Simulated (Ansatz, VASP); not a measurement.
Two plane-wave programs on C

```xyz
1
Lattice="1.7443 0.0000 0.0000 0.0000 1.7443 0.0000 0.0000 0.0000 1.7443" Properties=species:S:1:pos:R:3 pbc="T T T"
C     0.0000    0.0000    0.0000
```

Alike in both runs: functional LDA; k mesh 16 × 16 × 16; occupations fermi-dirac, width 0.1 eV; no spin polarisation.

Ansatz relaxed the structure, and its values are those at the end. VASP's run is a single point on that final structure, the one shown.

|  | VASP | Ansatz |
| --- | --- | --- |
| version | VASP 6.6.1 | Ansatz 0.2.0 |
| potentials or method | VASP PAW LDA potentials, release 64 (C), cutoff 520 eV | plane waves (420 eV) with PAW, scalar-relativistic |
| valence electrons in the cell | 4 | 4 |

VASP gave:

| Property | Result |
| --- | --- |
| pressure (GPa) | 1.0 |

Problem. Estimate Ansatz's values.

Solution. Pressure (GPa): 0.0.

Ansatz warns that its potentials were made for another functional, while VASP's fit it. LDA's correlation is that of Perdew and Zunger in VASP and of Perdew and Wang (1992) in Ansatz.
